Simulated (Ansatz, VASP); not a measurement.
**One calculation of ScIn4, two programs**

```
Sc In
1.0
    -3.38041    3.38041    3.38041
     3.38041   -3.38041    3.38041
     3.38041    3.38041   -3.38041
Sc In
1 4
Direct
  0.00000 0.00000 0.00000
  0.00000 0.00000 0.50000
  0.00000 0.50000 0.00000
  0.50000 0.00000 0.00000
  0.50000 0.50000 0.50000
```

Change from the starting cell: species swapped into the CrGa4 type (Im-3m, No. 229).

Alike in both runs: functional PBE; k mesh 4 × 4 × 4; occupations gaussian, width 0.1 eV; no spin polarisation.

Ansatz relaxed the structure, and its values are those at the end. VASP's run is a single point on that final structure, the one shown.

|  | VASP | Ansatz |
| --- | --- | --- |
| version | VASP 6.6.1 | Ansatz 0.2.0 |
| potentials or method | VASP PAW PBE potentials, release 64 (Sc_sv, In_d), cutoff 520 eV | scalar-relativistic, plane waves, PAW |
| valence electrons in the cell | 63 | 63 |

```tsv
	VASP	Ansatz	Ansatz less VASP
gap on the k mesh at the Fermi level (eV)	none	none	-
pressure (GPa)	0.1	0.1	+0.01
```

A gap of «none» marks a metal or a gap that the smearing closes.
